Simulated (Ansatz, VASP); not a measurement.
This is a calculation of Rh for Ansatz 0.2.0.

Contents of input.yaml:

```yaml
crystal:
  lattice:
    - [0.0, 1.89785, 1.89785]
    - [1.89785, 0.0, 1.89785]
    - [1.89785, 1.89785, 0.0]
  atoms:
    - { symbol: Rh, position: [0.0, 0.0, 0.0] }
kpoints:
  mp_grid: { grid: [12, 12, 12] }
scf:
  occupations: { method: gaussian, width: 0.023 }
hamiltonian:
  xc: pbe
  pseudopotentials: { kind: all_electron, lapw: { basis_error: 0.001 } }
output:
  forces: true
  stress: true
  eigenvalues: true
```

Potentials or basis: all-electron LAPW, scalar-relativistic.

The run is started by

```bash
$ ansatz run input.yaml --threads 1 --pin off --max-ram 3072MiB --backend cpu --events-out ev --progress --plain --runs-dir out
```

**Question.** Set up the same calculation for VASP 6.6.1. Potentials there: VASP PAW PBE potentials, release 64 (Rh_pv).

**Answer.** As run (the cutoff follows the program's own potentials):

Contents of INCAR:

```
PREC = Accurate ; ENCUT = 520
EDIFF = 1E-6 ; ISMEAR = 0
SIGMA = 0.023 ; LREAL = False
LASPH = True ; NELM = 100
ALGO = Normal ; ISIF = 2
LWAVE = False ; LCHARG = False
GGA = PE ; NBANDS = 14
```

File KPOINTS:

```
Automatic mesh
0
Gamma
  12 12 12
```

Contents of POSCAR:

```
Rh
1.0
    0.0000000000      1.8978500000      1.8978500000
    1.8978500000      0.0000000000      1.8978500000
    1.8978500000      1.8978500000      0.0000000000
Rh
1
Direct
    0.0000000000      0.0000000000      0.0000000000
```

Potentials or basis: VASP PAW PBE potentials, release 64 (Rh_pv).

Command:

```bash
$ cat potpaw_PBE.64/Rh_pv/POTCAR > POTCAR
$ mpirun -np 1 vasp_std > vasp.out
```

Both were run:

|  | VASP | Ansatz | Ansatz less VASP |
| --- | --- | --- | --- |
| gap on the k mesh at the Fermi level (eV) | none | none | - |
| pressure (GPa) | 7.4 | 7.2 | -0.24 |

A gap of «none» marks a metal or a gap that the smearing closes. Ansatz ran all-electron here, and VASP with PAW potentials.
